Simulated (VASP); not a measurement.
# Al (P6_3/mmc) in VASP: a series of runs

Runs on Al. Level: PBE. Tasks: single point, relaxation of cell and atoms.

Program: VASP 6.6.1. These are calculated values, not measurements. Logs are shortened: lines on timing, memory, paths and dates and some standing lists are left out, and cuts for length are marked.

### 1 The cell of the first run

Symmetry: P6_3/mmc, No. 194, hexagonal system. The conventional cell has a = 2.828 Å, b = 2.828 Å, c = 4.651 Å, α = 90.00°, β = 90.00°, γ = 120.00°. Within 3.7 Å of Al (site symmetry -6m2) lie 12 Al at 2.83 to 2.84 Å.

### 2 Single point, PBE

File INCAR:

```
PREC = Accurate
ENCUT = 520
EDIFF = 1E-6
ISMEAR = -1
SIGMA = 0.05
LREAL = F
LASPH = T
NELM = 100
ALGO = Normal
ISIF = 2
LWAVE = F
LCHARG = T
GGA = PE
LELF = T
LVHAR = T
NBANDS = 10
```

File KPOINTS:

```
Automatic mesh
0
Gamma
  16 16 9
```

File POSCAR:

```
Al
1.0
    2.8280319683      0.0000000000      0.0000000000
   -1.4140159841      2.4491475273      0.0000000000
    0.0000000000      0.0000000000      4.6507153376
Al
2
Direct
    0.3333333333      0.6666666667      0.2500000000
    0.6666666667      0.3333333333      0.7500000000
```

Potentials or basis: VASP PAW PBE potentials, release 64 (Al).

On the command line:

```
cat potpaw_PBE.64/Al/POTCAR > POTCAR
mpirun -np 1 vasp_std > vasp.out
```

OUTCAR:

```text
PREC = Accurate
   ENCUT = 520
   EDIFF = 1E-6
   ISMEAR = -1
   LREAL = F
   LASPH = T
   NELM = 100
   ISIF = 2
   GGA = PE

 ion  position               nearest neighbor table
   1  0.333  0.667  0.250-   2 2.84   2 2.84   2 2.84   2 2.84   2 2.84   2 2.84
   2  0.667  0.333  0.750-   1 2.84   1 2.84   1 2.84   1 2.84   1 2.84   1 2.84

  LATTYP: Found a hexagonal cell.
 ALAT       =     2.8280319683
 C/A-ratio  =     1.6445059284

  Lattice vectors:

 A1 = (   2.8280319683,   0.0000000000,   0.0000000000)
 A2 = (  -1.4140159841,   2.4491475273,   0.0000000000)
 A3 = (   0.0000000000,   0.0000000000,   4.6507153376)

Analysis of symmetry for initial positions (statically):
=====================================================================
 Subroutine PRICEL returns:
 Original cell was already a primitive cell.

 Routine SETGRP: Setting up the symmetry group for a
 hexagonal supercell.

 Subroutine GETGRP returns: Found 24 space group operations
 (whereof 12 operations were pure point group operations)
 out of a pool of 24 trial point group operations.

The static configuration has the point symmetry D_3d.
 The point group associated with its full space group is D_6h.

Analysis of symmetry for dynamics (positions and initial velocities):
=====================================================================
 Subroutine PRICEL returns:
 Original cell was already a primitive cell.

 Routine SETGRP: Setting up the symmetry group for a
 hexagonal supercell.

 Subroutine GETGRP returns: Found 24 space group operations
 (whereof 12 operations were pure point group operations)
 out of a pool of 24 trial point group operations.

The dynamic configuration has the point symmetry D_3d.
 The point group associated with its full space group is D_6h.

 Subroutine INISYM returns: Found 24 space group operations
 (whereof 12 operations are pure point group operations),
 and found     1 'primitive' translations

----------------------------------------------------------------------------------------

                                     Primitive cell

  volume of cell :      32.2121

  direct lattice vectors                    reciprocal lattice vectors
     2.828031968  0.000000000  0.000000000     0.353602792  0.204152667  0.000000000
    -1.414015984  2.449147527  0.000000000     0.000000000  0.408305334  0.000000000
     0.000000000  0.000000000  4.650715338     0.000000000  0.000000000  0.215020686

  length of vectors
     2.828031968  2.828031968  4.650715338     0.408305334  0.408305334  0.215020686

  position of ions in fractional coordinates (direct lattice)
     0.333333333  0.666666667  0.250000000
     0.666666667  0.333333333  0.750000000

  ion indices of the primitive-cell ions
   primitive index   ion index
                 1           1
                 2           2

----------------------------------------------------------------------------------------

 KPOINTS: Automatic mesh

Automatic generation of k-mesh.
 Grid dimensions read from file:
 generate k-points for:   16   16    9

 Generating k-lattice:

  Cartesian coordinates                     Fractional coordinates (reciprocal lattice)
     0.022100175  0.012759542  0.000000000     0.062500000  0.000000000  0.000000000
     0.000000000  0.025519083  0.000000000     0.000000000  0.062500000  0.000000000
     0.000000000  0.000000000  0.023891187     0.000000000  0.000000000  0.111111111

  Length of vectors
     0.025519083  0.025519083  0.023891187

  Shift w.r.t. Gamma in fractional coordinates (k-lattice)
     0.000000000  0.000000000  0.000000000

 Subroutine IBZKPT returns following result:
 ===========================================

 Found    150 irreducible k-points:

 Following reciprocal coordinates:
            Coordinates               Weight
  0.000000  0.000000  0.000000      1.000000
  0.062500 -0.000000  0.000000      6.000000
  0.125000 -0.000000  0.000000      6.000000
  0.187500 -0.000000  0.000000      6.000000
  0.250000 -0.000000  0.000000      6.000000
  0.312500 -0.000000  0.000000      6.000000
[... 16 lines left out ...]
  0.187500  0.187500  0.000000      6.000000
  0.250000  0.187500  0.000000     12.000000
 [... further k-points ...]
   k-points           NKPTS =    150   k-points in BZ     NKDIM =    150   number of bands    NBANDS=     10
   number of dos      NEDOS =    301   number of ions     NIONS =      2
   total plane-waves  NPLWV =  20736
   dimension x,y,z NGX =    24 NGY =   24 NGZ =   36
   dimension x,y,z NGXF=    48 NGYF=   48 NGZF=   72
   ions per type =               2
   NGX,Y,Z   is equivalent  to a cutoff of  14.11, 14.11, 12.87 a.u.
   NGXF,Y,Z  is equivalent  to a cutoff of  28.22, 28.22, 25.74 a.u.
 SYSTEM =  unknown system
   PREC   = accura    normal or accurate (medium, high low for compatibility)
   ISTART =      0    job   : 0-new  1-cont  2-samecut
   ICHARG =      2    charge: 1-file 2-atom 10-const
[... 62 lines left out ...]
  band No.  band energies     occupation
      1      -3.0505      2.00000
      2       3.5300      2.00000
      3       3.7504      2.00000
      4      19.1422      0.00000
      5      19.1422      0.00000
      6      19.4633      0.00000
      7      19.4633      0.00000
      8      20.3938      0.00000
      9      22.6012      0.00000
     10      22.6573      0.00000

 k-point     2 :       0.0625   -0.0000    0.0000
  band No.  band energies     occupation
      1      -2.9541      2.00000
      2       3.6194      2.00000
      3       3.8444      2.00000
      4      17.2611      0.00000
      5      18.0572      0.00000
      6      19.2383      0.00000
      7      20.7086      0.00000
      8      21.1577      0.00000
      9      22.5200      0.00000
     10      22.9994      0.00000

 k-point     3 :       0.1250   -0.0000    0.0000
  band No.  band energies     occupation
      1      -2.6655      2.00000
      2       3.8873      2.00000
      3       4.1249      2.00000
      4      14.8898      0.00000
      5      16.9921      0.00000
      6      18.3068      0.00000
      7      20.7027      0.00000
      8      20.8248      0.00000
      9      22.1297      0.00000
     10      22.2854      0.00000

 k-point     4 :       0.1875   -0.0000    0.0000
  band No.  band energies     occupation
      1      -2.1858      2.00000
      2       4.3340      2.00000
      3       4.5871      2.00000
      4      12.5730      0.00000
      5      16.0901      0.00000
      6      17.2112      0.00000
      7      18.5990      0.00000
      8      19.0883      0.00000
      9      21.6981      0.00000
     10      22.1296      0.00000

 k-point     5 :       0.2500   -0.0000    0.0000
  band No.  band energies     occupation
      1      -1.5172      2.00000
      2       4.9591      2.00000
      3       5.2180      2.00000
      4      10.3916      0.00000
      5      15.3531      0.00000
      6      15.8968      0.00000
      7      16.4357      0.00000
      8      17.7130      0.00000
      9      21.0625      0.00000
     10      21.3374      0.00000

 k-point     6 :       0.3125   -0.0000    0.0000
  band No.  band energies     occupation
      1      -0.6624      2.00000
      2       5.7619      2.00000
      3       5.9618      2.00000
      4       8.4196      0.09473
      5      14.3375      0.00000
      6      14.4092      0.00000
      7      14.7809      0.00000
      8      16.7993      0.00000
      9      20.5630      0.00000
     10      20.7078      0.00000
[... 183 lines left out ...]
 k-point    21 :       0.3750    0.1250    0.0000
  band No.  band energies     occupation
      1       1.8676      2.00000
      2       4.7790      2.00000
      3       8.1421      1.85497
      4       8.5593      0.00607
      5      10.4130      0.00000
      6      11.1325      0.00000
      7      12.1513      0.00000
      8      16.9611      0.00000
      9      17.2484      0.00000
     10      19.3913      0.00000

 k-point    22 :       0.4375    0.1250    0.0000
  band No.  band energies     occupation
      1       3.1769      2.00000
      2       3.3233      2.00000
      3       9.1209      0.00000
      4       9.6201      0.00000
      5       9.6381      0.00000
      6       9.9785      0.00000
      7      11.6008      0.00000
      8      16.8659      0.00000
      9      17.1686      0.00000
     10      19.3110      0.00000

 k-point    23 :       0.1875    0.1875    0.0000
  band No.  band energies     occupation
      1      -0.4731      2.00000
      2       5.9404      2.00000
      3       6.1595      2.00000
      4       9.8259      0.00000
      5      10.0757      0.00000
      6      15.4541      0.00000
      7      16.0125      0.00000
      8      16.7516      0.00000
      9      16.8708      0.00000
     10      22.0297      0.00000

 k-point    24 :       0.2500    0.1875    0.0000
  band No.  band energies     occupation
      1       0.4689      2.00000
      2       6.7854      2.00000
      3       6.8299      2.00000
      4       8.1809      1.70979
      5       9.4840      0.00000
      6      13.8998      0.00000
      7      14.5070      0.00000
      8      15.8113      0.00000
      9      16.1184      0.00000
     10      21.9883      0.00000

 [... further k-points ...]
[... 5 lines left out ...]
  --------------------------------------------------------------------------------------
  -------------------------------------------------------------------------------------
  Total        0.5135474      0.5135474      0.5223761      0.0000000     -0.0000000      0.0000000
  in kB       25.5430114     25.5430114     25.9821359      0.0000000     -0.0000000      0.0000000
  external PRESSURE =      25.6893862 kB  Pullay stress =       0.0000000 kB

 VOLUME and BASIS-vectors are now :
 -----------------------------------------------------------------------------
  energy-cutoff  :      520.00
  volume of cell :       32.21
      direct lattice vectors                 reciprocal lattice vectors
     2.828031968  0.000000000  0.000000000     0.353602792  0.204152667  0.000000000
    -1.414015984  2.449147527  0.000000000     0.000000000  0.408305334  0.000000000
     0.000000000  0.000000000  4.650715338     0.000000000  0.000000000  0.215020686

 POSITION                                       TOTAL-FORCE (eV/Angst)
 -----------------------------------------------------------------------------------
     -0.00000      1.63277      1.16268        -0.000000      0.000000      0.000000
      1.41402      0.81638      3.48804         0.000000      0.000000      0.000000
 -----------------------------------------------------------------------------------
    total drift:                                0.000000     -0.000000     -0.000000

  FREE ENERGIE OF THE ION-ELECTRON SYSTEM (eV)
  ---------------------------------------------------
  free  energy   TOTEN  =        -7.4259192009 eV

  energy  without entropy=       -7.4207030652  energy(sigma->0) =       -7.42331113
```

It took 29 s on 1 thread of Intel Xeon Platinum 8488C (Sapphire Rapids), shared host; peak memory 0.17 GiB.

Results:

| Property | Result |
| --- | --- |
| Free energy | -7.4259 eV |
| Pressure | 2.6 GPa |
| Band gap on the k mesh | zero (band 3 reaches 11.51 eV, above the bottom of band 4 at 5.23 eV) |

Levels at points of the mesh, in eV from the Fermi level:
```
           k point  band 1  band 2  band 3  band 4  band 5  band 6  band 7
(0.00, 0.00, 0.00)  -11.32   -4.74   -4.52   10.87   10.87   11.19   11.19
(0.50, 0.00, 0.00)   -5.37   -5.22    0.59    1.10    1.45    1.76    5.78
```

### 3 Single point, PBE

File INCAR:

```
ALGO = Normal
EDIFF = 1E-6
ENCUT = 520
GGA = PE
ISIF = 2
ISMEAR = -1
LASPH = T
LCHARG = T
LELF = T
LREAL = F
LVHAR = T
LWAVE = F
NBANDS = 10
NELM = 100
PREC = Accurate
SIGMA = 0.05
```

File KPOINTS:

```
k-points
0
Gamma
  16 16 9
```

File POSCAR:

```
Al
1.0
    2.8280319683      0.0000000000      0.0000000000
   -1.4140159841      2.4491475272      0.0000000000
    0.0000000000      0.0000000000      4.6507153376
Al
2
Direct
    0.3333333333      0.6666666667      0.2500000000
    0.6666666667      0.3333333333      0.7500000000
```

Potentials or basis: VASP PAW PBE potentials, release 64 (Al).

On the command line:

```
cat potpaw_PBE.64/Al/POTCAR > POTCAR
mpirun -np 1 vasp_std > vasp.out
```

Wall time 26 s (1 thread of Intel Xeon Platinum 8488C (Sapphire Rapids), shared host); peak memory 0.17 GiB.

It converged, with:

| Quantity | Value |
| --- | --- |
| Free energy | -7.4259 eV |
| Pressure | 2.6 GPa |
| Band gap on the k mesh | zero (band 3 reaches 11.51 eV, above the bottom of band 4 at 5.23 eV) |

Levels at points of the mesh, in eV from the Fermi level:
```csv
k point,band 1,band 2,band 3,band 4,band 5,band 6
"(0.00, 0.00, 0.00)",-11.32,-4.74,-4.52,10.87,10.87,11.19
"(0.50, 0.00, 0.00)",-5.37,-5.22,0.59,1.10,1.45,1.76
```

### 4 Relaxation of cell and atoms, PBE, target pressure 2.6 GPa, at which the enthalpy is minimised

This run uses another cell than the first one, of 15.99 Å³/atom, 0.993 times its volume.

File INCAR:

```
  ALGO = Normal
  EDIFF = 1E-6
  EDIFFG = -0.005
  ENCUT = 600
  GGA = PE
  IBRION = 2
  ISIF = 3
  ISMEAR = -1
  LASPH = True
  LCHARG = False
  LREAL = False
  LWAVE = False
  NELM = 60
  NSW = 60
  PREC = Accurate
  PSTRESS = 26.0
  SIGMA = 0.05
```

KPOINTS is that of step 3.

File POSCAR:

```
Al
1.0
    2.8353470838      0.0000000000      0.0000000000
   -1.4176735419      2.4554826032      0.0000000000
    0.0000000000      0.0000000000      4.5932622758
Al
2
Direct
    0.3333333333      0.6666666667      0.2500000000
    0.6666666667      0.3333333333      0.7500000000
```

On the command line:

```
cat potpaw_PBE.64/Al/POTCAR > POTCAR
mpirun -np 1 vasp_std > vasp.out
```

Run time: 33 s. Hardware: 1 thread of AMD EPYC 9R45 (Zen 5), shared host; peak memory 0.14 GiB.

The run converged. Its results:

```
Free energy                                            : -7.4260 eV
Relaxed volume                                         : 16.10 Å³/atom
Relaxed cell                                           : a = 2.827 Å, b = 2.827 Å, c = 4.652 Å, α = 90.00°, β = 90.00°, γ = 120.00°
Space group after relaxing (to 0.05 Å)                 : P6_3/mmc (No. 194)
Energy change on relaxing (the enthalpy is what falls) : -3.3 meV/atom
Ionic steps                                            : 5
Pressure after relaxing                                : 2.6 GPa
Band gap on the k mesh                                 : zero (band 3 reaches 11.51 eV, above the bottom of band 4 at 5.23 eV)
```

Step by step:
```
step  energy change (eV)  largest force (eV/Å)  pressure (GPa)  volume (Å³)
   1              0.0000                0.0000            3.19        31.98
   2             -0.0072                0.0000            2.47        32.25
   3             -0.0080                0.0000            2.36        32.29
   4             -0.0064                0.0000            2.64        32.19
   5             -0.0067                0.0000            2.59        32.21
```

Final structure:
```
CELL_PARAMETERS angstrom
2.82747 0.00000 0.00000
-1.41373 2.44866 0.00000
0.00000 0.00000 4.65174
ATOMIC_POSITIONS crystal
Al 0.33333 0.66667 0.25000
Al 0.66667 0.33333 0.75000
```

Levels at points of the mesh, in eV from the Fermi level:
```csv
k point,band 1,band 2,band 3,band 4,band 5,band 6,band 7
"(0.00, 0.00, 0.00)",-11.32,-4.74,-4.52,10.88,10.88,11.20,11.20
"(0.50, 0.00, 0.00)",-5.37,-5.22,0.59,1.10,1.45,1.76,5.78
```

Caveat: the cell is relaxed towards a set pressure, so the enthalpy falls and the energy may rise.

### 5 Relaxation of cell and atoms, PBE, target pressure 2.6 GPa, at which the enthalpy is minimised

File INCAR:

```
  PREC = Accurate
  ENCUT = 600
  EDIFF = 1E-7
  ISMEAR = -1
  SIGMA = 0.05
  LREAL = F
  LASPH = T
  NELM = 80
  ALGO = Normal
  ISIF = 3
  LWAVE = F
  LCHARG = F
  GGA = PE
  IBRION = 2
  NSW = 32
  EDIFFG = -0.005
  PSTRESS = 26.0
```

File KPOINTS:

```
Automatic mesh
0
Gamma
  16 16 9
```

File POSCAR:

```
Al
1.0
    2.8280319683      0.0000000000      0.0000000000
   -1.4140159841      2.4491475272      0.0000000000
    0.0000000000      0.0000000000      4.6507153376
Al
2
Direct
    0.3333333333      0.6666666667      0.2500000000
    0.6666666667      0.3333333333      0.7500000000
```

On the command line:

```
cat potpaw_PBE.64/Al/POTCAR > POTCAR
mpirun -np 1 vasp_std > vasp.out
```

Run time: 14 s. Hardware: 1 thread of AMD EPYC 9R45 (Zen 5), shared host; peak memory 0.14 GiB.

The run converged. Its results:

```
Free energy             : -7.4261 eV
Pressure after relaxing : 2.6 GPa
Band gap on the k mesh  : zero (band 3 reaches 11.51 eV, above the bottom of band 4 at 5.23 eV)
```

Final structure:
```
Al
1.0
     2.82803    0.00000    0.00000
    -1.41402    2.44915    0.00000
     0.00000    0.00000    4.65072
Al
2
Direct
  0.33333 0.66667 0.25000
  0.66667 0.33333 0.75000
```

Levels at points of the mesh, in eV from the Fermi level:
| k point | band 1 | band 2 | band 3 | band 4 | band 5 | band 6 | band 7 |
| --- | --- | --- | --- | --- | --- | --- | --- |
| (0.00, 0.00, 0.00) | -11.32 | -4.74 | -4.52 | 10.87 | 10.87 | 11.19 | 11.19 |
| (0.50, 0.00, 0.00) | -5.37 | -5.22 | 0.59 | 1.10 | 1.45 | 1.76 | 5.78 |

Caveat: the relaxation stopped at its first step, so nothing moved; the cell is relaxed towards a set pressure, so the enthalpy falls and the energy may rise.

### 6 The runs side by side

| task | cell | cutoff (eV) | gap on the mesh (eV) | pressure (GPa) |
| --- | --- | --- | --- | --- |
| single point | a = 2.828, b = 2.828, c = 4.651 Å, angles 90.0, 90.0, 120.0°, 2 atoms | 520 | none | 2.6 |
| relaxation of cell and atoms | relaxed to 2.6 GPa from a = 2.835, b = 2.835, c = 4.593 Å, angles 90.0, 90.0, 120.0°, 2 atoms | 600 | none | 2.6 |
| relaxation of cell and atoms | relaxed to 2.6 GPa from a = 2.828, b = 2.828, c = 4.651 Å, angles 90.0, 90.0, 120.0°, 2 atoms | 600 | none | 2.6 |

Alike in all rows: level PBE; potentials or basis VASP PAW PBE potentials, release 64 (Al); no spin polarisation; k mesh 16 × 16 × 9; smearing fermi-dirac 0.05 eV.

Caveats: the cell is relaxed towards a set pressure, so the enthalpy falls and the energy may rise (some runs); the relaxation stopped at its first step, so nothing moved (some runs).

Total energies depend on the potentials used, so only differences within one code and one set of settings carry meaning.
